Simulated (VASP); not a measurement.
# B: single point with PBEsol

B:

```
CELL_PARAMETERS angstrom
1.70786 0.00000 0.00000
-0.85393 1.47905 0.00000
0.00000 0.00000 7.04826
ATOMIC_POSITIONS crystal
B 0.33333 0.66667 0.25000
B 0.66667 0.33333 0.75000
```

```yaml
Program: VASP 6.6.1
Task: single point
Functional: PBEsol
Potentials_or_basis: VASP PAW PBE potentials, release 64 (B)
Cutoff: 520 eV
k_mesh: 36 × 36 × 8
Occupations: gaussian, width 0.1 eV
Spin: no spin polarisation
```

- Pressure: 0.2 GPa
- Band gap on the k mesh: zero (band 3 reaches 8.83 eV, above the bottom of band 4 at -2.32 eV)

Stress tensor (GPa, compression positive):
```
 0.32  0.00  0.00
 0.00  0.32  0.00
 0.00  0.00 -0.10
```

Levels at points of the mesh, in eV from the Fermi level:
| k point | band 1 | band 2 | band 3 | band 4 | band 5 | band 6 |
| --- | --- | --- | --- | --- | --- | --- |
| (0.00, 0.00, 0.00) | -17.17 | -16.75 | -8.79 | -6.50 | 2.41 | 9.70 |
| (0.50, 0.00, 0.00) | -8.78 | -8.73 | 1.23 | 1.50 | 5.32 | 5.96 |
| (0.00, 0.00, 0.50) | -16.97 | -16.97 | -7.78 | -7.78 | 5.29 | 5.29 |
| (0.50, 0.00, 0.50) | -8.76 | -8.76 | 1.35 | 1.35 | 5.69 | 5.69 |

It took 68 s on 1 thread of Intel Xeon 6975P-C, on a shared host, peak memory 0.2 GiB.

Caveat: the PAW data sets were made with another functional, which shifts forces and pressure a little; this functional lacks dispersion, which binds the layers, so the pressure and a relaxed spacing across them are unreliable.
